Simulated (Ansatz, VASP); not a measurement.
C: VASP beside Ansatz

File INCAR:

```
SYSTEM = C
  PREC = Accurate
  ENCUT = 520
  EDIFF = 1E-6
  ISMEAR = 0
  SIGMA = 0.05
  LREAL = .False.
  LASPH = .True.
  NELM = 80
  ALGO = Normal
  ISIF = 2
  LWAVE = .False.
  LCHARG = .False.
  GGA = PE
  NBANDS = 16
```

The input KPOINTS:

```
regular mesh
0
Gamma
  12 12 10
  0 0 0
```

The input POSCAR:

```
C
1.0
    0.0000000000     -1.7834000000     -1.7834000000
   -1.7834000000      0.0000000000     -1.7834000000
    1.7834000000      1.7834000000     -3.5668000000
C
4
Direct
    0.7014396432      0.7014396432      0.7661867856
    0.2014396432      0.2014396432      0.2661867856
    0.4235603568      0.4235603568      0.8588132144
    0.9235603568      0.9235603568      0.3588132144
```

Input for Ansatz:

```yaml
crystal:
  lattice:
    - [0.0, -1.7834, -1.7834]
    - [-1.7834, 0.0, -1.7834]
    - [1.7834, 1.7834, -3.5668]
  atoms:
    - { symbol: C, position: [0.7014396432, 0.7014396432, 0.7661867856] }
    - { symbol: C, position: [0.2014396432, 0.2014396432, 0.2661867856] }
    - { symbol: C, position: [0.4235603568, 0.4235603568, 0.8588132144] }
    - { symbol: C, position: [0.9235603568, 0.9235603568, 0.3588132144] }
basis:
  ecutwfc: 420
kpoints:
  mp_grid: { grid: [12, 12, 10] }
hamiltonian:
  xc: pbe
scf:
  occupations: { method: gaussian, width: 0.05 }
output:
  forces: true
  stress: true
  eigenvalues: true
```

Change from the starting cell: mode 10 (1294.7 1/cm) frozen in, largest displacement -0.200 Å.

Alike in both runs: task single point; functional PBE; k mesh 12 × 12 × 10; occupations gaussian, width 0.05 eV; no spin polarisation.

|  | VASP | Ansatz |
| --- | --- | --- |
| version | VASP 6.6.1 | Ansatz 0.2.0 |
| potentials or method | VASP PAW PBE potentials, release 64 (C), cutoff 520 eV | scalar-relativistic, plane waves, PAW |
| valence electrons in the cell | 16 | 16 |

```csv
,VASP,Ansatz,Ansatz less VASP
gap on the k mesh at the Fermi level (eV),none,none,-
rms of the force components (eV/Å),14.986,14.833,-0.1534
```

Atom by atom the forces differ by 0.153 eV/Å (rms over components). A gap of «none» marks a metal or a gap that the smearing closes. The functional is the same, so the differences come from potentials, cutoffs and numerics.
